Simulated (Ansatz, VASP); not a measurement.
# Two plane-wave programs on In

File INCAR:

```
SYSTEM = In
PREC = Accurate
ENCUT = 520
EDIFF = 1E-6
ISMEAR = 0
SIGMA = 0.15
LREAL = .False.
LASPH = .True.
NELM = 60
ALGO = Fast
ISIF = 2
LWAVE = .False.
LCHARG = .False.
GGA = CA
NBANDS = 20
```

Contents of KPOINTS:

```
Automatic mesh
0
Gamma
  18 18 10
  0 0 0
```

POSCAR

```
In
1.0
    3.3354847820      0.0000000000      0.0000000000
   -1.6677423910      2.8886145552      0.0000000000
    0.0000000000      0.0000000000      5.5091429200
In
2
Direct
    0.3333333333      0.6666666667      0.2500000000
    0.6666666667      0.3333333333      0.7500000000
```

Input for Ansatz:

```yaml
crystal:
  lattice:
    - [3.335484782, 0.0, 0.0]
    - [-1.667742391, 2.8886145552, 0.0]
    - [0.0, 0.0, 5.50914292]
  atoms:
    - { symbol: In, position: [0.3333333333, 0.6666666667, 0.25] }
    - { symbol: In, position: [0.6666666667, 0.3333333333, 0.75] }
basis:
  ecutwfc: 420
kpoints:
  mp_grid: { grid: [18, 18, 10] }
hamiltonian:
  xc: lda
scf:
  occupations: { method: gaussian, width: 0.15 }
output:
  forces: true
  stress: true
  eigenvalues: true
```

Alike in both runs: task single point; functional LDA; k mesh 18 × 18 × 10; occupations gaussian, width 0.15 eV; no spin polarisation.

|  | VASP | Ansatz |
| --- | --- | --- |
| version | VASP 6.6.1 | Ansatz 0.2.0 |
| potentials or method | VASP PAW LDA potentials, release 64 (In_d), cutoff 520 eV | scalar-relativistic, plane waves, PAW |
| valence electrons in the cell | 26 | 26 |

```tsv
	VASP	Ansatz	Ansatz less VASP
gap on the k mesh at the Fermi level (eV)	none	none	-
pressure (GPa)	-2.8	-2.8	+0.04
traceless stress, the component that is largest in VASP (GPa)	-0.22	-0.22	-0.006
```

LDA's correlation is that of Perdew and Zunger in VASP and of Perdew and Wang (1992) in Ansatz. A gap of «none» marks a metal or a gap that the smearing closes.
